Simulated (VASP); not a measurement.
MgS (Niningerite):

```xyz
2
Lattice="0.0000 2.6016 2.6016 2.6016 0.0000 2.6016 2.6016 2.6016 0.0000" Properties=species:S:1:pos:R:3 pbc="T T T"
S     2.6016    2.6016    2.6016
Mg    0.0000    0.0000    0.0000
```

```yaml
Program: VASP 6.6.1
Task: relaxation of cell and atoms
Functional: PBEsol-based global hybrid
Potentials_or_basis: VASP PAW PBE potentials, release 64 (S, Mg)
Cutoff: 600 eV
k_mesh: 5 × 5 × 5
Occupations: fermi-dirac, width 0.05 eV
Spin: no spin polarisation
```

At the start: pressure -2.1 GPa; volume 17.61 Å³/atom.

Task: How do energy, volume and symmetry change on relaxing?

Result: Over 3 steps the energy falls by 2.9 meV/atom and the volume is 17.16 Å³/atom (-2.5 %); space group Fm-3m (No. 225, to 0.05 Å).

The path:
| step | energy change (eV) | largest force (eV/Å) | pressure (GPa) | volume (Å³) |
| --- | --- | --- | --- | --- |
| 1 | 0.0000 | 0.0000 | -2.06 | 35.22 |
| 2 | -0.0054 | 0.0000 | 0.61 | 34.08 |
| 3 | -0.0059 | 0.0000 | 0.00 | 34.32 |

Final structure:
```
CELL_PARAMETERS angstrom
0.00000 2.57938 2.57938
2.57938 0.00000 2.57938
2.57938 2.57938 0.00000
ATOMIC_POSITIONS crystal
S 0.50000 0.50000 0.50000
Mg 0.00000 0.00000 0.00000
```

Caveat: the PAW data sets were made with another functional, which shifts forces and pressure a little.
